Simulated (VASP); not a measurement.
# GaSb (Immm) in VASP: notebook

GaSb is run at these levels: PBEsol; tasks: single point.

Everything below comes from runs of VASP 6.6.1. Logs are shortened: lines on timing, memory, paths and dates and some standing lists are left out, and cuts for length are marked.

### 1 The cell of the first run

The structure is orthorhombic, space group Immm (No. 71). Conventional cell: a = 3.024 Å, b = 5.456 Å, c = 6.283 Å, α = 90.00°, β = 90.00°, γ = 90.00°. Ga (site symmetry mmm) has 2 Ga at 3.02 Å and 6 Sb at 3.12 to 3.14 Å within 4.0 Å. Sb (site symmetry mmm) has 2 Sb at 3.02 Å and 6 Ga at 3.12 to 3.14 Å within 4.0 Å.

### 2 Single point, PBEsol (strained)

INCAR reads:

```
SYSTEM = GaSb
ALGO = Normal
EDIFF = 1E-6
ENCUT = 520
GGA = PS
ISIF = 2
ISMEAR = 0
LASPH = .True.
LCHARG = .False.
LREAL = .False.
LWAVE = .False.
NBANDS = 16
NELM = 100
PREC = Accurate
SIGMA = 0.1
```

KPOINTS reads:

```
k-points
0
Gamma
  16 16 16
  0 0 0
```

POSCAR reads:

```
GaSb
1.0
   -1.5120712688      2.7280750595      3.1416749879
    1.5120712688     -2.7280750595      3.1416749879
    1.5120712688      2.7280750595     -3.1416749879
Ga Sb
1 1
Direct
    0.0000000000      0.0000000000      0.0000000000
    0.5000000000      0.5000000000      0.0000000000
```

Potentials or basis: VASP PAW PBE potentials, release 64 (Ga_d, Sb).

Started as:

```sh
cat potpaw_PBE.64/Ga_d/POTCAR potpaw_PBE.64/Sb/POTCAR > POTCAR
mpirun -np 1 vasp_std > vasp.out
```

OUTCAR:

```text
SYSTEM = GaSb
   EDIFF = 1E-6
   ENCUT = 520
   GGA = PS
   ISIF = 2
   ISMEAR = 0
   LASPH = .True.
   LREAL = .False.
   NELM = 100
   PREC = Accurate

 ion  position               nearest neighbor table
   1  0.000  0.000  0.000-   2 3.12   2 3.12   2 3.12   2 3.12   2 3.14   2 3.14
   2  0.500  0.500  0.000-   1 3.12   1 3.12   1 3.12   1 3.12   1 3.14   1 3.14

  LATTYP: Found a body centered orthorhombic cell.
 ALAT       =     3.0241425376
 B/A-ratio  =     1.8041974051
 C/A-ratio  =     2.0777294382

  Lattice vectors:

 A1 = (  -1.5120712688,   2.7280750595,   3.1416749879)
 A2 = (   1.5120712688,  -2.7280750595,   3.1416749879)
 A3 = (   1.5120712688,   2.7280750595,  -3.1416749879)

Analysis of symmetry for initial positions (statically):
=====================================================================
 Subroutine PRICEL returns:
 Original cell was already a primitive cell.

 Routine SETGRP: Setting up the symmetry group for a
 body centered orthorhombic supercell.

 Subroutine GETGRP returns: Found  8 space group operations
 (whereof  8 operations were pure point group operations)
 out of a pool of  8 trial point group operations.

The static configuration has the point symmetry D_2h.

Analysis of symmetry for dynamics (positions and initial velocities):
=====================================================================
 Subroutine PRICEL returns:
 Original cell was already a primitive cell.

 Routine SETGRP: Setting up the symmetry group for a
 body centered orthorhombic supercell.

 Subroutine GETGRP returns: Found  8 space group operations
 (whereof  8 operations were pure point group operations)
 out of a pool of  8 trial point group operations.

The dynamic configuration has the point symmetry D_2h.

 Subroutine INISYM returns: Found  8 space group operations
 (whereof  8 operations are pure point group operations),
 and found     1 'primitive' translations

----------------------------------------------------------------------------------------

                                     Primitive cell

  volume of cell :      51.8382

  direct lattice vectors                    reciprocal lattice vectors
    -1.512071269  2.728075060  3.141674988     0.000000000  0.183279415  0.159150772
     1.512071269 -2.728075060  3.141674988     0.330672244  0.000000000  0.159150772
     1.512071269  2.728075060 -3.141674988     0.330672244  0.183279415  0.000000000

  length of vectors
     4.427061642  4.427061642  4.427061642     0.242735066  0.366978339  0.378068085

  position of ions in fractional coordinates (direct lattice)
     0.000000000  0.000000000  0.000000000
     0.500000000  0.500000000  0.000000000

  ion indices of the primitive-cell ions
   primitive index   ion index
                 1           1
                 2           2

----------------------------------------------------------------------------------------

 KPOINTS: k-points

Automatic generation of k-mesh.
 Grid dimensions read from file:
 generate k-points for:   16   16   16

 Generating k-lattice:

  Cartesian coordinates                     Fractional coordinates (reciprocal lattice)
     0.000000000  0.011454963  0.009946923     0.062500000  0.000000000  0.000000000
     0.020667015  0.000000000  0.009946923    -0.000000000  0.062500000  0.000000000
     0.020667015  0.011454963  0.000000000    -0.000000000  0.000000000  0.062500000

  Length of vectors
     0.015170942  0.022936146  0.023629255

  Shift w.r.t. Gamma in fractional coordinates (k-lattice)
     0.000000000  0.000000000  0.000000000

 Subroutine IBZKPT returns following result:
 ===========================================

 Found    621 irreducible k-points:

 Following reciprocal coordinates:
            Coordinates               Weight
  0.000000  0.000000  0.000000      1.000000
  0.062500  0.000000  0.000000      4.000000
  0.125000  0.000000  0.000000      4.000000
  0.187500  0.000000 -0.000000      4.000000
  0.250000  0.000000  0.000000      4.000000
  0.312500  0.000000 -0.000000      4.000000
[... 16 lines left out ...]
 -0.187500  0.062500  0.000000      8.000000
 -0.125000  0.062500  0.000000      8.000000
 [... further k-points ...]
   k-points           NKPTS =    621   k-points in BZ     NKDIM =    621   number of bands    NBANDS=     16
   number of dos      NEDOS =    301   number of ions     NIONS =      2
   total plane-waves  NPLWV =  46656
   dimension x,y,z NGX =    36 NGY =   36 NGZ =   36
   dimension x,y,z NGXF=    72 NGYF=   72 NGZF=   72
   ions per type =               1   1
   NGX,Y,Z   is equivalent  to a cutoff of  13.52, 13.52, 13.52 a.u.
   NGXF,Y,Z  is equivalent  to a cutoff of  27.04, 27.04, 27.04 a.u.
 SYSTEM =  GaSb
   PREC   = accura    normal or accurate (medium, high low for compatibility)
   ISTART =      0    job   : 0-new  1-cont  2-samecut
   ICHARG =      2    charge: 1-file 2-atom 10-const
   ISPIN  =      1    spin polarized calculation?
   LNONCOLLINEAR =      F non collinear calculations
   LSORBIT =      F    spin-orbit coupling
   LASPH  =      T    aspherical Exc in radial PAW
   ENCUT  =  520.0 eV  38.22 Ry    6.18 a.u.   8.23  8.23  8.23*2*pi/ulx,y,z
   NELM   =    100;   NELMIN=  2; NELMDL= -5     # of ELM steps
   EDIFF  = 0.1E-05   stopping-criterion for ELM
   LREAL  =      F    real-space projection
   EDIFFG = 0.1E-04   stopping-criterion for IOM
   NSW    =      0    number of steps for IOM
   IBRION =     -1    ionic relax: 0-MD 1-quasi-New 2-CG
   NFREE  =      0    steps in history (QN), initial steepest desc. (CG)
   ISIF   =      2    stress and relaxation
   ISYM   =      2    0-nonsym 1-usesym 2-fastsym
   POTIM  = 0.5000    time-step for ionic-motion
   TEBEG  =    0.0;   TEEND  =   0.0 temperature during run
   PSTRESS=    0.0 pullay stress
   NELECT =      18.0000    total number of electrons
   NUPDOWN=      -1.0000    fix difference up-down
   EMIN   =  10.00;   EMAX   =-10.00  energy-range for DOS
   EFERMI =   0.00;   METHOD = LEGACY
   ISMEAR =     0;   SIGMA  =   0.10  broadening in eV -4-tet -1-fermi 0-gaus
   EFERMI_NEDOS =   21; number of points for ismear=-14 and -15
   IALGO  =     38    algorithm
   IMIX   =      4    mixing-type and parameters
     AMIX     =   0.40;   BMIX     =  1.00
     AMIX_MAG =   1.60;   BMIX_MAG =  1.00
  volume/ion in A,a.u.               =      25.92       174.91
  Fermi-wavevector in a.u.,A,eV,Ry     =   1.150665  2.174442 18.014534  1.324031
  Thomas-Fermi vector in A             =   2.287328
   LORBIT       =      0    0 simple, 1 ext, 2 COOP (PROOUT), +10 PAW based schemes
   GGA     = PS    functional components
   LHFCALC =     F    Hartree Fock is set to
   AEXX    =    0.0000 exact exchange contribution
   IVDW    =     0    specifies the selected vdW correction
   LEPSILON=     F    determine dielectric tensor
   LRPA    =     F    only Hartree local field effects (RPA)
 non-spin polarized calculation
 Gauss-broadening in eV      SIGMA  =   0.10
  energy-cutoff  :      520.00
  volume of cell :       51.84
 maximum number of plane-waves:      1423
 NGX is ok and might be reduce to    36
   NGX = 17   NGY = 17   NGZ = 17

 number of electron      18.0000002 magnetization

 Free energy of the ion-electron system (eV)
  ---------------------------------------------------
  ext. energy  EPLUGINS =         0.00000000
  ---------------------------------------------------
  free energy    TOTEN  =        -7.66158324 eV

  energy without entropy =       -7.65670248  energy(sigma->0) =       -7.65914286

 E-fermi :   5.5844     XC(G=0): -10.0334

 val. band max:        5.5832571336   @ k =  -0.2500   0.5000   0.0625
 cond. band min:       5.5849045943   @ k =  -0.1875  -0.1875   0.1250
 fundamental gap:      0.0016474607
 Fermi energy:         5.5844471564

 k-point     1 :       0.0000    0.0000    0.0000
  band No.  band energies     occupation
      1      -9.1895      2.00000
      2      -9.0863      2.00000
      3      -9.0806      2.00000
      4      -9.0471      2.00000
      5      -9.0236      2.00000
      6      -5.9469      2.00000
[... 8 lines left out ...]
     15      14.6766      0.00000
     16      16.1465      0.00000

 k-point     2 :       0.0625    0.0000    0.0000
  band No.  band energies     occupation
      1      -9.1894      2.00000
      2      -9.0866      2.00000
      3      -9.0803      2.00000
      4      -9.0471      2.00000
      5      -9.0236      2.00000
      6      -5.9196      2.00000
[... 8 lines left out ...]
     15      14.6219      0.00000
     16      16.0980      0.00000

 k-point     3 :       0.1250    0.0000    0.0000
  band No.  band energies     occupation
      1      -9.1891      2.00000
      2      -9.0876      2.00000
      3      -9.0794      2.00000
      4      -9.0471      2.00000
      5      -9.0234      2.00000
      6      -5.8386      2.00000
[... 8 lines left out ...]
     15      14.4773      0.00000
     16      15.9779      0.00000

 k-point     4 :       0.1875    0.0000   -0.0000
  band No.  band energies     occupation
      1      -9.1886      2.00000
      2      -9.0891      2.00000
      3      -9.0781      2.00000
      4      -9.0471      2.00000
      5      -9.0232      2.00000
      6      -5.7073      2.00000
[... 8 lines left out ...]
     15      14.9502      0.00000
     16      15.8641      0.00000
[... 324 lines left out ...]
 k-point    22 :      -0.2500    0.0625    0.0000
  band No.  band energies     occupation
      1      -9.1808      2.00000
      2      -9.0888      2.00000
      3      -9.0768      2.00000
      4      -9.0511      2.00000
      5      -9.0261      2.00000
      6      -5.5389      2.00000
[... 8 lines left out ...]
     15      15.1876      0.00000
     16      16.4521      0.00000

 k-point    23 :      -0.1875    0.0625    0.0000
  band No.  band energies     occupation
      1      -9.1814      2.00000
      2      -9.0872      2.00000
      3      -9.0782      2.00000
      4      -9.0509      2.00000
      5      -9.0263      2.00000
      6      -5.6967      2.00000
[... 8 lines left out ...]
     15      14.3132      0.00000
     16      16.4937      0.00000

 k-point    24 :      -0.1250    0.0625    0.0000
  band No.  band energies     occupation
      1      -9.1818      2.00000
      2      -9.0862      2.00000
      3      -9.0793      2.00000
      4      -9.0508      2.00000
      5      -9.0265      2.00000
      6      -5.8076      2.00000
[... 8 lines left out ...]
     15      13.8439      0.00000
     16      16.5258      0.00000

 [... further k-points ...]

------------------------ aborting loop because EDIFF is reached ----------------------------------------

  FORCE on cell =-STRESS in cart. coord.  units (eV):
  Direction    XX          YY          ZZ          XY          YZ          ZX
  --------------------------------------------------------------------------------------
  -------------------------------------------------------------------------------------
  Total       -0.3148689     -1.5214906     -2.9163822      0.0000000      0.0000000      0.0000000
  in kB       -9.7317413    -47.0251343    -90.1374356      0.0000000      0.0000000      0.0000000
  external PRESSURE =     -48.9647704 kB  Pullay stress =       0.0000000 kB

 VOLUME and BASIS-vectors are now :
 -----------------------------------------------------------------------------
  energy-cutoff  :      520.00
  volume of cell :       51.84
      direct lattice vectors                 reciprocal lattice vectors
    -1.512071269  2.728075060  3.141674988     0.000000000  0.183279415  0.159150772
     1.512071269 -2.728075060  3.141674988     0.330672244  0.000000000  0.159150772
     1.512071269  2.728075060 -3.141674988     0.330672244  0.183279415  0.000000000

 POSITION                                       TOTAL-FORCE (eV/Angst)
 -----------------------------------------------------------------------------------
      0.00000      0.00000      0.00000         0.000000     -0.000000     -0.000000
      0.00000      0.00000      3.14167        -0.000000      0.000000      0.000000
 -----------------------------------------------------------------------------------
    total drift:                               -0.000000     -0.000000     -0.000000

  FREE ENERGIE OF THE ION-ELECTRON SYSTEM (eV)
  ---------------------------------------------------
  free  energy   TOTEN  =        -7.6615832440 eV

  energy  without entropy=       -7.6567024802  energy(sigma->0) =       -7.65914286
```

Wall time 5.5 min (1 thread of Intel Xeon Platinum 8259CL at 2.50GHz (Skylake/Cascade Lake), shared host); peak memory 0.64 GiB.

Results:

| Quantity | Value |
| --- | --- |
| Free energy | -7.6616 eV |
| Pressure | -4.9 GPa |
| Band gap on the k mesh | zero (bands 9 and 10 overlap by 3.92 eV) |

Stress tensor (GPa, compression positive):
```
-0.97  0.00  0.00
 0.00 -4.70  0.00
 0.00  0.00 -9.01
```

Caveat: the cell differs from its parent crystal (strained); the stress differs along the axes, from -9 to -1 GPa; the PAW data sets were made with another functional, which shifts forces and pressure a little; spin-orbit coupling is left out, which moves the levels of the heavy elements.

[end of part 1 of 2]

The gap in the log of VASP goes by the Fermi energy; the results here count the filled bands.